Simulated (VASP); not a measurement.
# GaN (P6_3/mmc) in VASP: further runs, part 2 of 2

VASP 6.6.1. The steps go on from the part before.

## Step 3: Relaxation of cell and atoms, PBE

This run uses another cell than the first one, of 11.75 Å³/atom, 1.005 times its volume.

Input file INCAR:

```
ALGO = Normal
EDIFF = 1E-6
EDIFFG = -0.01
ENCUT = 600
GGA = PE
IBRION = 2
ISIF = 3
ISMEAR = 0
LASPH = T
LCHARG = F
LREAL = F
LWAVE = F
NELM = 80
NSW = 80
PREC = Accurate
SIGMA = 0.02
```

Input file KPOINTS:

```
k-points
0
Gamma
  12 12 6
```

Input file POSCAR:

```
GaN
1.0
    3.3165693073      0.0000000000      0.0000000000
   -1.6582846537      2.8722332735      0.0000000000
    0.0000000000      0.0000000000      4.9330770988
Ga N
2 2
Direct
    0.3333333333      0.6666666667      0.2500000000
    0.6666666667      0.3333333333      0.7500000000
    0.3333333333      0.6666666667      0.7500000000
    0.6666666667      0.3333333333      0.2500000000
```

Potentials or basis: VASP PAW PBE potentials, release 64 (Ga_d, N).

Command:

```
$ cat potpaw_PBE.64/Ga_d/POTCAR potpaw_PBE.64/N/POTCAR > POTCAR
$ mpirun -np 1 vasp_std > vasp.out
```

OUTCAR:

```text
EDIFF = 1E-6
   EDIFFG = -0.01
   ENCUT = 600
   GGA = PE
   IBRION = 2
   ISIF = 3
   ISMEAR = 0
   LASPH = T
   LREAL = F
   NELM = 80
   NSW = 80
   PREC = Accurate

 ion  position               nearest neighbor table
   1  0.333  0.667  0.250-   4 1.91   4 1.91   4 1.91
   2  0.667  0.333  0.750-   3 1.91   3 1.91   3 1.91
   3  0.333  0.667  0.750-   2 1.91   2 1.91   2 1.91
   4  0.667  0.333  0.250-   1 1.91   1 1.91   1 1.91

  LATTYP: Found a hexagonal cell.
 ALAT       =     3.3165693073
 C/A-ratio  =     1.4874035914

  Lattice vectors:

 A1 = (   3.3165693073,   0.0000000000,   0.0000000000)
 A2 = (  -1.6582846537,   2.8722332735,   0.0000000000)
 A3 = (   0.0000000000,   0.0000000000,   4.9330770988)

Analysis of symmetry for initial positions (statically):
=====================================================================
 Subroutine PRICEL returns:
 Original cell was already a primitive cell.

 Routine SETGRP: Setting up the symmetry group for a
 hexagonal supercell.

 Subroutine GETGRP returns: Found 24 space group operations
 (whereof 12 operations were pure point group operations)
 out of a pool of 24 trial point group operations.

The static configuration has the point symmetry D_3d.
 The point group associated with its full space group is D_6h.

Analysis of symmetry for dynamics (positions and initial velocities):
=====================================================================
 Subroutine PRICEL returns:
 Original cell was already a primitive cell.

 Routine SETGRP: Setting up the symmetry group for a
 hexagonal supercell.

 Subroutine GETGRP returns: Found 24 space group operations
 (whereof 12 operations were pure point group operations)
 out of a pool of 24 trial point group operations.

The dynamic configuration has the point symmetry D_3d.
 The point group associated with its full space group is D_6h.

[... 128 lines left out ...]
   LHFCALC =     F    Hartree Fock is set to
   AEXX    =    0.0000 exact exchange contribution
   IVDW    =     0    specifies the selected vdW correction
   LEPSILON=     F    determine dielectric tensor
   LRPA    =     F    only Hartree local field effects (RPA)
 conjugate gradient relaxation of ions
 non-spin polarized calculation
 Gauss-broadening in eV      SIGMA  =   0.02
  energy-cutoff  :      600.00
  volume of cell :       46.99
 maximum number of plane-waves:      1604
 NGX is ok and might be reduce to    28
   NGX = 13   NGY = 13   NGZ = 19

--------------------------------------- Ionic step        1  -------------------------------------------

 number of electron      35.9999983 magnetization

 Free energy of the ion-electron system (eV)
  ---------------------------------------------------
  ext. energy  EPLUGINS =         0.00000000
  ---------------------------------------------------
  free energy    TOTEN  =       -23.39310517 eV

  energy without entropy =      -23.39310517  energy(sigma->0) =      -23.39310517

------------------------ aborting loop because EDIFF is reached ----------------------------------------

  FORCE on cell =-STRESS in cart. coord.  units (eV):
  Direction    XX          YY          ZZ          XY          YZ          ZX
  --------------------------------------------------------------------------------------
  -------------------------------------------------------------------------------------
  Total        0.0490615      0.0490615     -0.1615588     -0.0000000      0.0000000      0.0000000
  in kB        1.6727265      1.6727265     -5.5082622     -0.0000000      0.0000000      0.0000000
  external PRESSURE =      -0.7209364 kB  Pullay stress =       0.0000000 kB
[... 215 lines left out ...]
--------------------------------------- Ionic step        7  -------------------------------------------

 number of electron      35.9999987 magnetization

 Free energy of the ion-electron system (eV)
  ---------------------------------------------------
  ext. energy  EPLUGINS =         0.00000000
  ---------------------------------------------------
  free energy    TOTEN  =       -23.39393327 eV

  energy without entropy =      -23.39393327  energy(sigma->0) =      -23.39393327

 E-fermi :   5.8833     XC(G=0): -11.5795

 val. band max:        5.7227666575   @ k =   0.0000   0.0000   0.0000
 cond. band min:       6.8794532167   @ k =   0.0000   0.0000   0.0000
 fundamental gap:      1.1566865592
 Fermi energy:         5.8832680697

 k-point     1 :       0.0000    0.0000    0.0000
  band No.  band energies     occupation
      1     -10.7432      2.00000
      2      -9.9765      2.00000
      3      -8.4832      2.00000
      4      -8.4832      2.00000
      5      -8.4755      2.00000
      6      -8.4755      2.00000
[... 589 lines left out ...]
     21      12.6386      0.00000
     22      13.0813      0.00000

 [... further k-points ...]

------------------------ aborting loop because EDIFF is reached ----------------------------------------

  FORCE on cell =-STRESS in cart. coord.  units (eV):
  Direction    XX          YY          ZZ          XY          YZ          ZX
  --------------------------------------------------------------------------------------
  -------------------------------------------------------------------------------------
  Total       -0.0386919     -0.0386919      0.0201086      0.0000000     -0.0000000      0.0000000
  in kB       -1.3269068     -1.3269068      0.6896059      0.0000000     -0.0000000      0.0000000
  external PRESSURE =      -0.6547359 kB  Pullay stress =       0.0000000 kB
[... 19 lines left out ...]
  FREE ENERGIE OF THE ION-ELECTRON SYSTEM (eV)
  ---------------------------------------------------
  free  energy   TOTEN  =       -23.3939332655 eV

  energy  without entropy=      -23.3939332655  energy(sigma->0) =      -23.39393327

 reached required accuracy - stopping structural energy minimisation
```

CONTCAR:

```text
GaN
   1.00000000000000
     3.3255252578036441   -0.0000000000001557    0.0000000000000000
    -1.6627626289520918    2.8799893541509980   -0.0000000000000000
     0.0000000000000000   -0.0000000000000000    4.8779758323383522
  Ga              N
     2     2
Direct
     0.3333333332999970    0.6666666667000030    0.2500000000000000
     0.6666666667000030    0.3333333332999970    0.7500000000000000
     0.3333333332999970    0.6666666667000030    0.7500000000000000
     0.6666666667000030    0.3333333332999970    0.2500000000000000

  0.00000000E+00  0.00000000E+00  0.00000000E+00
  0.00000000E+00  0.00000000E+00  0.00000000E+00
  0.00000000E+00  0.00000000E+00  0.00000000E+00
  0.00000000E+00  0.00000000E+00  0.00000000E+00
```

Run time: 5.4 min. Hardware: 1 thread of Intel Xeon Platinum 8259CL at 2.50GHz (Skylake/Cascade Lake), shared host; peak memory 0.24 GiB.

Results:

```
Free energy                            : -23.3939 eV
Relaxed volume                         : 11.68 Å³/atom
Relaxed cell                           : a = 3.326 Å, b = 3.326 Å, c = 4.878 Å, α = 90.00°, β = 90.00°, γ = 120.00°
Space group after relaxing (to 0.05 Å) : P6_3/mmc (No. 194)
Energy gained by relaxing              : 0.2 meV/atom
Ionic steps                            : 7
Pressure after relaxing                : -0.1 GPa
Band gap on the k mesh                 : 1.16 eV, direct
```

The path:
```tsv
step	energy change (eV)	largest force (eV/Å)	pressure (GPa)	volume (Å³)
1	0.0000	0.0000	-0.07	46.99
2	-0.0003	0.0000	-0.09	46.96
3	-0.0006	0.0000	-0.15	46.91
4	-0.0008	0.0000	-0.42	46.81
5	-0.0008	0.0000	0.12	46.69
6	-0.0008	0.0000	-0.17	46.73
7	-0.0008	0.0000	-0.07	46.72
```

Final structure:
```
CELL_PARAMETERS angstrom
3.32553 0.00000 0.00000
-1.66276 2.87999 0.00000
0.00000 0.00000 4.87798
ATOMIC_POSITIONS crystal
Ga 0.33333 0.66667 0.25000
Ga 0.66667 0.33333 0.75000
N 0.33333 0.66667 0.75000
N 0.66667 0.33333 0.25000
```

Levels at points of the mesh, in eV from the valence-band top:
```
           k point  band 15  band 16  band 17  band 18  band 19  band 20  band 21  band 22
(0.00, 0.00, 0.00)    -2.04    -0.98    -0.98     0.00     1.16     1.88     8.23     8.23
(0.50, 0.00, 0.00)    -3.86    -3.77    -2.20    -1.80     3.26     4.69     6.38     7.84
(0.00, 0.00, 0.50)    -1.50    -1.50    -1.50    -1.50     3.23     3.23     7.58     7.58
(0.50, 0.00, 0.50)    -3.08    -3.08    -1.19    -1.19     4.11     4.11     5.98     5.98
```

PBE gaps usually lie below the measured ones, often by a third to a half.
